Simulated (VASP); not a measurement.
Si3N4, 14 atoms in the cell. The structure is hexagonal, space group P6_3/m (No. 176). The conventional cell has a = 7.566 Å, b = 7.566 Å, c = 2.894 Å, α = 90.00°, β = 90.00°, γ = 120.00°. Si (site symmetry m) has 4 N at 1.72 to 1.73 Å within 2.3 Å. N (site symmetry -6) has 3 Si at 1.72 Å within 2.3 Å. Within 2.3 Å of N (site symmetry m) lie 3 Si at 1.73 Å. 

| Property | Result |
| --- | --- |
| Program | VASP 6.6.1 |
| Task | relaxation of the atoms |
| Functional | PBE |
| Potentials or basis | VASP PAW PBE potentials, release 64 (Si, N) |
| Cutoff | 520 eV |
| k mesh | 4 × 4 × 9 |
| Occupations | fermi-dirac, width 0.02 eV |
| Spin | no spin polarisation |
| Dipole correction | no |
| Further INCAR settings | ALGO = Normal; EDIFF = 1e-06; IBRION = 2; EDIFFG = -0.02; NSW = 80 |

Potentials or basis: VASP PAW PBE potentials, release 64 (Si, N).

Command:

```bash
$ cat potpaw_PBE.64/Si/POTCAR potpaw_PBE.64/N/POTCAR > POTCAR
$ mpirun -np 1 vasp_std > vasp.out
```

Hardware: 1 thread of Oxide Virtual Turin-like Processor, on a shared host.

Task: How long does it take, and how much memory?

Result: It took 6.5 min on 1 thread of Oxide Virtual Turin-like Processor, on a shared host, peak memory 0.27 GiB. Counts: scf iterations 39, k points 20, ion steps 6.
